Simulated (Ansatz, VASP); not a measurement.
TiGe4Mo: VASP beside Ansatz

The input INCAR:

```
PREC = Accurate ; ENCUT = 520
EDIFF = 1E-6 ; ISMEAR = 0
SIGMA = 0.2 ; LREAL = False
LASPH = True ; NELM = 60
ALGO = Normal ; ISIF = 2
LWAVE = False ; LCHARG = False
GGA = PE ; NBANDS = 94
```

The input KPOINTS:

```
regular mesh
0
Gamma
  6 4 4
```

The input POSCAR:

```
TiGe4Mo
1.0
    0.0000000000     -3.3387941000      0.0000000000
   -6.6775882000      0.0000000000      0.0000000000
    0.0000000000      0.0000000000     -8.4967963000
Ti Ge Mo
2 8 2
Direct
    0.5000000000      0.7500000000      0.5000000000
    0.5000000000      0.2500000000      0.5000000000
    0.0000000000      0.0000000000      0.3334910000
    0.0000000000      0.5000000000      0.3334910000
    0.5000000000      0.7500000000      0.8400750000
    0.5000000000      0.2500000000      0.8400750000
    0.0000000000      0.0000000000      0.6665090000
    0.0000000000      0.5000000000      0.6665090000
    0.5000000000      0.7500000000      0.1599250000
    0.5000000000      0.2500000000      0.1599250000
    0.0000000000      0.0000000000      0.0000000000
    0.0000000000      0.5000000000      0.0000000000
```

Input for Ansatz:

```yaml
crystal:
  lattice:
    - [0.0, -3.3387941, 0.0]
    - [-6.6775882, 0.0, 0.0]
    - [0.0, 0.0, -8.4967963]
  atoms:
    - { symbol: Ti, position: [0.5, 0.75, 0.5] }
    - { symbol: Ti, position: [0.5, 0.25, 0.5] }
    - { symbol: Ge, position: [0.0, 0.0, 0.333491] }
    - { symbol: Ge, position: [0.0, 0.5, 0.333491] }
    - { symbol: Ge, position: [0.5, 0.75, 0.840075] }
    - { symbol: Ge, position: [0.5, 0.25, 0.840075] }
    - { symbol: Ge, position: [0.0, 0.0, 0.666509] }
    - { symbol: Ge, position: [0.0, 0.5, 0.666509] }
    - { symbol: Ge, position: [0.5, 0.75, 0.159925] }
    - { symbol: Ge, position: [0.5, 0.25, 0.159925] }
    - { symbol: Mo, position: [0.0, 0.0, 0.0] }
    - { symbol: Mo, position: [0.0, 0.5, 0.0] }
basis:
  ecutwfc: 420
kpoints:
  mp_grid: { grid: [6, 4, 4] }
hamiltonian:
  xc: pbe
scf:
  occupations: { method: gaussian, width: 0.2 }
  lower_state_search: "off"
output:
  forces: true
  stress: true
  eigenvalues: true
```

Alike in both runs: task single point; functional PBE; k mesh 6 × 4 × 4; occupations gaussian, width 0.2 eV; no spin polarisation.

|  | VASP | Ansatz |
| --- | --- | --- |
| version | VASP 6.6.1 | Ansatz 0.2.0 |
| potentials or method | VASP PAW PBE potentials, release 64 (Ti_sv, Ge_d, Mo_sv), cutoff 520 eV | scalar-relativistic, plane waves, PAW |
| valence electrons in the cell | 164 | 164 |

|  | VASP | Ansatz | Ansatz less VASP |
| --- | --- | --- | --- |
| gap on the k mesh at the Fermi level (eV) | none | none | - |
| pressure (GPa) | 0.2 | 0.0 | -0.16 |
| traceless stress, the component that is largest in VASP (GPa) | -0.30 | -0.30 | +0.004 |
| rms of the force components (eV/Å) | 0.006 | 0.009 | +0.0039 |

Atom by atom the forces differ by 0.004 eV/Å (rms over components). A gap of «none» marks a metal or a gap that the smearing closes. With one functional, cell and mesh, what is left measures potentials, basis and numerics.
